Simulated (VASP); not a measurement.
# Ge4MoW (Cmmm) in VASP: a series of runs

The runs below take Ge4MoW through single point, with PBE.

Program: VASP 6.6.1. These are calculated values, not measurements. Logs are shortened: lines on timing, memory, paths and dates and some standing lists are left out, and cuts for length are marked.

### Step 1. The cell of the first run

The structure is orthorhombic, space group Cmmm (No. 65). The conventional cell has a = 4.576 Å, b = 8.036 Å, c = 4.575 Å, α = 90.00°, β = 90.00°, γ = 90.00°. Within 3.5 Å of Ge (site symmetry m2m) lie 9 Ge at 2.64 to 3.24 Å and 2 W at 2.64 Å and 3 Mo at 2.64 to 2.70 Å. Ge (site symmetry m2m) has 9 Ge at 2.63 to 3.24 Å and 2 Mo at 2.64 Å and 3 W at 2.64 to 2.70 Å within 3.5 Å. Within 3.5 Å of Mo (site symmetry mmm) lie 10 Ge at 2.64 to 2.70 Å and 4 W at 3.24 Å. Within 3.5 Å of W (site symmetry mmm) lie 10 Ge at 2.64 to 2.70 Å and 4 Mo at 3.24 Å.

### Step 2. Single point, PBE (volume scaled by 0.91, then relaxed in part)

Input file INCAR:

```
  ALGO = Normal
  EDIFF = 1E-7
  ENCUT = 520
  GGA = PE
  ISIF = 2
  ISMEAR = 0
  LASPH = T
  LCHARG = T
  LELF = T
  LREAL = F
  LVHAR = T
  LWAVE = F
  NBANDS = 51
  NELM = 60
  PREC = Accurate
  SIGMA = 0.1
```

Input file KPOINTS:

```
k-points
0
Gamma
  10 10 8
```

Input file POSCAR:

```
Ge4MoW
1.0
    2.2880807896     -4.0182355296      0.0000000000
    2.2880807896      4.0182355296      0.0000000000
    0.0000000000      0.0000000000      4.5750718609
Ge Mo W
4 1 1
Direct
    0.3359249055      0.6640750945      0.0000000000
    0.8364903446      0.1635096554      0.5000000000
    0.6640750945      0.3359249055      0.0000000000
    0.1635096554      0.8364903446      0.5000000000
    0.0000000000      0.0000000000      0.0000000000
    0.5000000000      0.5000000000      0.5000000000
```

Potentials or basis: VASP PAW PBE potentials, release 64 (Ge_d, Mo_sv, W_sv).

Run with:

```sh
> cat potpaw_PBE.64/Ge_d/POTCAR potpaw_PBE.64/Mo_sv/POTCAR potpaw_PBE.64/W_sv/POTCAR > POTCAR
> mpirun -np 1 vasp_std > vasp.out
```

OUTCAR:

```text
EDIFF = 1E-7
   ENCUT = 520
   GGA = PE
   ISIF = 2
   ISMEAR = 0
   LASPH = T
   LREAL = F
   NELM = 60
   PREC = Accurate

 ion  position               nearest neighbor table
   1  0.336  0.664  0.000-   3 2.64   6 2.64   6 2.64   5 2.64   5 2.64   3 2.67   3 2.67   4 2.67
                             4 2.67   5 2.70
   2  0.836  0.164  0.500-   4 2.63   5 2.64   5 2.64   6 2.64   6 2.64   3 2.67   3 2.67   4 2.68
                             4 2.68   6 2.70
   3  0.664  0.336  0.000-   1 2.64   6 2.64   6 2.64   5 2.64   5 2.64   1 2.67   1 2.67   2 2.67
                             2 2.67   5 2.70
   4  0.164  0.836  0.500-   2 2.63   5 2.64   5 2.64   6 2.64   6 2.64   1 2.67   1 2.67   2 2.68
                             2 2.68   6 2.70
   5  0.000  0.000  0.000-   2 2.64   4 2.64   2 2.64   4 2.64   3 2.64   1 2.64   3 2.64   1 2.64
                             3 2.70   1 2.70   6 3.24   6 3.24   6 3.24   6 3.24
   6  0.500  0.500  0.500-   4 2.64   2 2.64   4 2.64   2 2.64   1 2.64   3 2.64   1 2.64   3 2.64
                             2 2.70   4 2.70   5 3.24   5 3.24   5 3.24   5 3.24

  LATTYP: Found a base centered orthorhombic cell.
 ALAT       =     4.5761615792
 B/A-ratio  =     1.7561598121
 C/A-ratio  =     0.9997618707

  Lattice vectors:

 A1 = (   2.2880807896,  -4.0182355296,   0.0000000000)
 A2 = (   2.2880807896,   4.0182355296,   0.0000000000)
 A3 = (   0.0000000000,   0.0000000000,   4.5750718609)

Analysis of symmetry for initial positions (statically):
=====================================================================
 Subroutine PRICEL returns:
 Original cell was already a primitive cell.

 Routine SETGRP: Setting up the symmetry group for a
 base centered orthorhombic supercell.

 Subroutine GETGRP returns: Found  8 space group operations
 (whereof  8 operations were pure point group operations)
 out of a pool of  8 trial point group operations.

The static configuration has the point symmetry D_2h.

Analysis of symmetry for dynamics (positions and initial velocities):
=====================================================================
 Subroutine PRICEL returns:
 Original cell was already a primitive cell.

 Routine SETGRP: Setting up the symmetry group for a
 base centered orthorhombic supercell.

 Subroutine GETGRP returns: Found  8 space group operations
 (whereof  8 operations were pure point group operations)
 out of a pool of  8 trial point group operations.

The dynamic configuration has the point symmetry D_2h.

 Subroutine INISYM returns: Found  8 space group operations
 (whereof  8 operations are pure point group operations),
 and found     1 'primitive' translations

----------------------------------------------------------------------------------------

                                     Primitive cell

  volume of cell :      84.1269

  direct lattice vectors                    reciprocal lattice vectors
     2.288080790 -4.018235530  0.000000000     0.218523752 -0.124432726  0.000000000
     2.288080790  4.018235530  0.000000000     0.218523752  0.124432726  0.000000000
     0.000000000  0.000000000  4.575071861     0.000000000  0.000000000  0.218575802

  length of vectors
     4.624016703  4.624016703  4.575071861     0.251467957  0.251467957  0.218575802

  position of ions in fractional coordinates (direct lattice)
     0.335924906  0.664075094  0.000000000
     0.836490345  0.163509655  0.500000000
     0.664075094  0.335924906  0.000000000
     0.163509655  0.836490345  0.500000000
     0.000000000  0.000000000  0.000000000
     0.500000000  0.500000000  0.500000000

  ion indices of the primitive-cell ions
   primitive index   ion index
                 1           1
                 2           2
                 3           3
                 4           4
                 5           5
                 6           6

----------------------------------------------------------------------------------------

 KPOINTS: k-points

Automatic generation of k-mesh.
 Grid dimensions read from file:
 generate k-points for:   10   10    8

 Generating k-lattice:

  Cartesian coordinates                     Fractional coordinates (reciprocal lattice)
     0.021852375 -0.012443273  0.000000000     0.100000000  0.000000000  0.000000000
     0.021852375  0.012443273  0.000000000     0.000000000  0.100000000  0.000000000
     0.000000000  0.000000000  0.027321975     0.000000000  0.000000000  0.125000000

  Length of vectors
     0.025146796  0.025146796  0.027321975

  Shift w.r.t. Gamma in fractional coordinates (k-lattice)
     0.000000000  0.000000000  0.000000000

 Subroutine IBZKPT returns following result:
 ===========================================

 Found    155 irreducible k-points:

 Following reciprocal coordinates:
            Coordinates               Weight
  0.000000  0.000000  0.000000      1.000000
  0.100000 -0.000000  0.000000      4.000000
  0.200000 -0.000000  0.000000      4.000000
  0.300000 -0.000000  0.000000      4.000000
  0.400000 -0.000000  0.000000      4.000000
  0.500000 -0.000000  0.000000      2.000000
[... 16 lines left out ...]
  0.300000  0.300000  0.000000      2.000000
  0.400000  0.300000  0.000000      4.000000
 [... further k-points ...]
   k-points           NKPTS =    155   k-points in BZ     NKDIM =    155   number of bands    NBANDS=     51
   number of dos      NEDOS =    301   number of ions     NIONS =      6
   total plane-waves  NPLWV =  46656
   dimension x,y,z NGX =    36 NGY =   36 NGZ =   36
   dimension x,y,z NGXF=    72 NGYF=   72 NGZF=   72
   ions per type =               4   1   1
   NGX,Y,Z   is equivalent  to a cutoff of  12.94, 12.94, 13.08 a.u.
   NGXF,Y,Z  is equivalent  to a cutoff of  25.89, 25.89, 26.16 a.u.
 SYSTEM =  unknown system
   PREC   = accura    normal or accurate (medium, high low for compatibility)
   ISTART =      0    job   : 0-new  1-cont  2-samecut
   ICHARG =      2    charge: 1-file 2-atom 10-const
   ISPIN  =      1    spin polarized calculation?
   LNONCOLLINEAR =      F non collinear calculations
   LSORBIT =      F    spin-orbit coupling
   LASPH  =      T    aspherical Exc in radial PAW
   ENCUT  =  520.0 eV  38.22 Ry    6.18 a.u.   8.60  8.60  8.51*2*pi/ulx,y,z
   NELM   =     60;   NELMIN=  2; NELMDL= -5     # of ELM steps
   EDIFF  = 0.1E-06   stopping-criterion for ELM
   LREAL  =      F    real-space projection
   EDIFFG = 0.1E-05   stopping-criterion for IOM
   NSW    =      0    number of steps for IOM
   IBRION =     -1    ionic relax: 0-MD 1-quasi-New 2-CG
   NFREE  =      0    steps in history (QN), initial steepest desc. (CG)
   ISIF   =      2    stress and relaxation
   ISYM   =      2    0-nonsym 1-usesym 2-fastsym
   POTIM  = 0.5000    time-step for ionic-motion
   TEBEG  =    0.0;   TEEND  =   0.0 temperature during run
   PSTRESS=    0.0 pullay stress
   NELECT =      84.0000    total number of electrons
   NUPDOWN=      -1.0000    fix difference up-down
   EMIN   =  10.00;   EMAX   =-10.00  energy-range for DOS
   EFERMI =   0.00;   METHOD = LEGACY
   ISMEAR =     0;   SIGMA  =   0.10  broadening in eV -4-tet -1-fermi 0-gaus
   EFERMI_NEDOS =   21; number of points for ismear=-14 and -15
   IALGO  =     38    algorithm
   IMIX   =      4    mixing-type and parameters
     AMIX     =   0.40;   BMIX     =  1.00
     AMIX_MAG =   1.60;   BMIX_MAG =  1.00
  volume/ion in A,a.u.               =      14.02        94.62
  Fermi-wavevector in a.u.,A,eV,Ry     =   1.636275  3.092112 36.428195  2.677397
  Thomas-Fermi vector in A             =   2.727609
   LORBIT       =      0    0 simple, 1 ext, 2 COOP (PROOUT), +10 PAW based schemes
   GGA     = PE    functional components
   LHFCALC =     F    Hartree Fock is set to
   AEXX    =    0.0000 exact exchange contribution
   IVDW    =     0    specifies the selected vdW correction
   LEPSILON=     F    determine dielectric tensor
   LRPA    =     F    only Hartree local field effects (RPA)
 non-spin polarized calculation
 Gauss-broadening in eV      SIGMA  =   0.10
  energy-cutoff  :      520.00
  volume of cell :       84.13
 maximum number of plane-waves:      2298
 NGX is ok and might be reduce to    36
   NGX = 17   NGY = 17   NGZ = 17

 number of electron      84.0000000 magnetization

 Free energy of the ion-electron system (eV)
  ---------------------------------------------------
  ext. energy  EPLUGINS =         0.00000000
  ---------------------------------------------------
  free energy    TOTEN  =       -41.65804879 eV

  energy without entropy =      -41.65178544  energy(sigma->0) =      -41.65491711

 E-fermi :  11.4368     XC(G=0): -13.3209

 val. band max:       11.4291524525   @ k =   0.5000   0.4000   0.2500
 cond. band min:      11.4906451444   @ k =   0.3000   0.3000   0.0000
 fundamental gap:      0.0614926919
 Fermi energy:        11.4367882919

 k-point     1 :       0.0000    0.0000    0.0000
  band No.  band energies     occupation
      1     -62.4370      2.00000
      2     -49.3913      2.00000
      3     -26.7728      2.00000
      4     -26.7697      2.00000
      5     -26.7244      2.00000
      6     -23.6035      2.00000
[... 43 lines left out ...]
     50      15.4958      0.00000
     51      16.2553      0.00000

 k-point     2 :       0.1000   -0.0000    0.0000
  band No.  band energies     occupation
      1     -62.4370      2.00000
      2     -49.3913      2.00000
      3     -26.7731      2.00000
      4     -26.7694      2.00000
      5     -26.7246      2.00000
      6     -23.6038      2.00000
[... 43 lines left out ...]
     50      15.9818      0.00000
     51      16.1687      0.00000

 k-point     3 :       0.2000   -0.0000    0.0000
  band No.  band energies     occupation
      1     -62.4371      2.00000
      2     -49.3912      2.00000
      3     -26.7739      2.00000
      4     -26.7689      2.00000
      5     -26.7249      2.00000
      6     -23.6046      2.00000
[... 43 lines left out ...]
     50      16.3750      0.00000
     51      16.5882      0.00000
[... 1027 lines left out ...]
 k-point    23 :       0.3000    0.3000    0.0000
  band No.  band energies     occupation
      1     -62.4370      2.00000
      2     -49.3911      2.00000
      3     -26.7756      2.00000
      4     -26.7675      2.00000
      5     -26.7270      2.00000
      6     -23.6074      2.00000
[... 43 lines left out ...]
     50      15.5357      0.00000
     51      16.0417      0.00000

 k-point    24 :       0.4000    0.3000    0.0000
  band No.  band energies     occupation
      1     -62.4370      2.00000
      2     -49.3911      2.00000
      3     -26.7749      2.00000
      4     -26.7680      2.00000
      5     -26.7281      2.00000
      6     -23.6055      2.00000
[... 43 lines left out ...]
     50      16.0963      0.00000
     51      16.3986      0.00000

 [... further k-points ...]
[... 5 lines left out ...]
  --------------------------------------------------------------------------------------
  -------------------------------------------------------------------------------------
  Total       10.5318503     10.5765824     10.5387381     -0.0000000      0.0000000      0.0000000
  in kB      200.5767545    201.4286668    200.7079304     -0.0000000      0.0000000      0.0000000
  external PRESSURE =     200.9044506 kB  Pullay stress =       0.0000000 kB

 VOLUME and BASIS-vectors are now :
 -----------------------------------------------------------------------------
  energy-cutoff  :      520.00
  volume of cell :       84.13
      direct lattice vectors                 reciprocal lattice vectors
     2.288080790 -4.018235530  0.000000000     0.218523752 -0.124432726  0.000000000
     2.288080790  4.018235530  0.000000000     0.218523752  0.124432726  0.000000000
     0.000000000  0.000000000  4.575071861     0.000000000  0.000000000  0.218575802

 POSITION                                       TOTAL-FORCE (eV/Angst)
 -----------------------------------------------------------------------------------
      2.28808      1.31858      0.00000         0.000000      0.006244      0.000000
      2.28808     -2.70419      2.28754         0.000000      0.004980      0.000000
      2.28808     -1.31858      0.00000         0.000000     -0.006244      0.000000
      2.28808      2.70419      2.28754         0.000000     -0.004980     -0.000000
      0.00000      0.00000      0.00000        -0.000000      0.000000      0.000000
      2.28808      0.00000      2.28754         0.000000      0.000000      0.000000
 -----------------------------------------------------------------------------------
    total drift:                               -0.000000      0.000000      0.000000

  FREE ENERGIE OF THE ION-ELECTRON SYSTEM (eV)
  ---------------------------------------------------
  free  energy   TOTEN  =       -41.6580487893 eV

  energy  without entropy=      -41.6517854381  energy(sigma->0) =      -41.65491711
```

Run time: 15 min. Hardware: 1 thread of Intel Xeon 8259CL, shared host; peak memory 0.63 GiB.

What came out:

| Property | Result |
| --- | --- |
| Free energy | -41.6580 eV |
| Pressure | 20.1 GPa |
| Largest force | 0.006 eV/Å |
| Band gap on the k mesh | zero (band 42 reaches 12.04 eV, above the bottom of band 43 at 10.89 eV) |

Forces in eV/Å, atoms in the order of the input:
```
Ge   0.000  0.006  0.000
Ge   0.000  0.005  0.000
Ge   0.000 -0.006  0.000
Ge   0.000 -0.005  0.000
Mo   0.000  0.000  0.000
W    0.000  0.000  0.000
```

Stress tensor (GPa, compression positive):
```
20.06  0.00  0.00
 0.00 20.14  0.00
 0.00  0.00 20.07
```

Caveat: spin-orbit coupling is left out, which moves the levels of the heavy elements.

### Step 3. Single point, PBE (volume scaled by 0.94, then relaxed in part)

Input file INCAR:

```
ALGO     = Normal         # electronic algorithm
EDIFF    = 1E-6           # SCF threshold, eV
ENCUT    = 520            # plane-wave cutoff, eV
GGA      = PE             # functional
ISIF     = 2              # what is computed and relaxed
ISMEAR   = 0              # smearing method
LASPH    = True           # aspherical terms in the spheres
LCHARG   = True           # write CHGCAR
LELF     = True           # ELF
LREAL    = False          # projectors in reciprocal space
LVHAR    = True         
LWAVE    = False          # write WAVECAR
NBANDS   = 51             # bands
NELM     = 60             # most SCF steps
PREC     = Accurate       # precision mode
SIGMA    = 0.1            # smearing width, eV
```

KPOINTS is that of step 2.

Input file POSCAR:

```
Ge4MoW
1.0
    2.3134755380     -4.0599823130      0.0000000000
    2.3134755380      4.0599823130      0.0000000000
    0.0000000000      0.0000000000      4.6259621191
Ge Mo W
4 1 1
Direct
    0.3364765129      0.6635234871      0.0000000000
    0.8370054179      0.1629945821      0.5000000000
    0.6635234871      0.3364765129      0.0000000000
    0.1629945821      0.8370054179      0.5000000000
    0.0000000000      0.0000000000      0.0000000000
    0.5000000000      0.5000000000      0.5000000000
```

Potentials or basis: VASP PAW PBE potentials, release 64 (Ge_d, Mo_sv, W_sv).

Run with:

```sh
> cat potpaw_PBE.64/Ge_d/POTCAR potpaw_PBE.64/Mo_sv/POTCAR potpaw_PBE.64/W_sv/POTCAR > POTCAR
> mpirun -np 1 vasp_std > vasp.out
```

It took 16 min on 1 thread of Intel Xeon 8259CL, shared host; peak memory 0.64 GiB.

It converged, with:

| Quantity | Value |
| --- | --- |
| Free energy | -41.9380 eV |
| Pressure | 12.4 GPa |
| Largest force | 0.006 eV/Å |
| Band gap on the k mesh | zero (band 42 reaches 11.53 eV, above the bottom of band 43 at 10.44 eV) |

Forces in eV/Å, atoms in the order of the input:
```
Ge   0.000  0.006  0.000
Ge   0.000  0.004  0.000
Ge   0.000 -0.006  0.000
Ge   0.000 -0.004  0.000
Mo   0.000  0.000  0.000
W    0.000  0.000  0.000
```

Levels at points of the mesh, in eV from the Fermi level:
| k point | band 38 | band 39 | band 40 | band 41 | band 42 | band 43 | band 44 | band 45 | band 46 | band 47 |
| --- | --- | --- | --- | --- | --- | --- | --- | --- | --- | --- |
| (0.00, 0.00, 0.00) | -2.90 | -2.55 | -2.54 | -1.27 | 0.57 | 2.31 | 2.39 | 2.71 | 2.97 | 3.56 |
| (0.50, 0.00, 0.00) | -2.84 | -2.23 | -2.17 | -1.99 | -1.96 | 1.39 | 1.43 | 1.84 | 1.87 | 3.19 |
| (0.50, 0.50, 0.00) | -1.81 | -1.27 | -0.56 | -0.55 | -0.52 | -0.52 | 0.61 | 2.30 | 2.45 | 2.94 |
| (0.00, 0.00, 0.50) | -2.64 | -2.43 | -2.32 | -1.79 | -1.61 | 2.01 | 2.55 | 3.32 | 3.39 | 3.54 |
| (0.50, 0.00, 0.50) | -2.41 | -2.41 | -2.40 | -0.10 | -0.09 | 1.98 | 2.28 | 3.13 | 3.32 | 3.45 |
| (0.50, 0.50, 0.50) | -1.88 | -1.83 | -1.78 | -0.74 | -0.56 | 0.28 | 0.58 | 1.34 | 1.76 | 1.91 |

Caveat: spin-orbit coupling is left out, which moves the levels of the heavy elements.
